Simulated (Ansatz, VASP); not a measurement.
## BaTiO3 in VASP and in Ansatz

```xyz
5
Lattice="4.0073 0.0000 0.0000 0.0000 4.0073 0.0000 0.0000 0.0000 4.0073" Properties=species:S:1:pos:R:3 pbc="T T T"
Ba    2.0398    1.8245    2.0304
Ti    3.7818    0.2804    3.8242
O     2.0859    0.0274    0.2221
O     0.0507    1.9715    0.2113
O     0.0563    3.9108    1.7266
```

Alike in both runs: functional PBEsol; k mesh 7 × 7 × 7; occupations fermi-dirac, width 0.05 eV; no spin polarisation.

|  | VASP | Ansatz |
| --- | --- | --- |
| version | VASP 6.6.1 | Ansatz 0.2.0 |
| potentials or method | VASP PAW PBE potentials, release 64 (Ba_sv, Ti_sv, O) | Ansatz PAW |
| plane-wave cutoff (eV) | 520 | 420 |
| valence electrons in the cell | 40 | 40 |
| task | single point | band structure |

Ansatz gave:

* gap on the k mesh at the Fermi level (eV): 2.78
* least direct gap on the mesh (eV): 2.96
* pressure (GPa): 5.7
* traceless stress, the component that is largest in VASP (GPa): -8.30
* rms of the force components (eV/Å): 1.765

Task: What did VASP give for the same quantities?

Result: gap on the k mesh at the Fermi level (eV): 2.74; least direct gap on the mesh (eV): 2.91; pressure (GPa): 7.8; traceless stress, the component that is largest in VASP (GPa): -8.38; rms of the force components (eV/Å): 1.813.

VASP's potentials were made for PBE, not for PBEsol. Atom by atom the forces differ by 0.092 eV/Å (rms over components). With one functional, cell and mesh, what is left measures potentials, basis and numerics.

Spin-orbit coupling is off throughout.
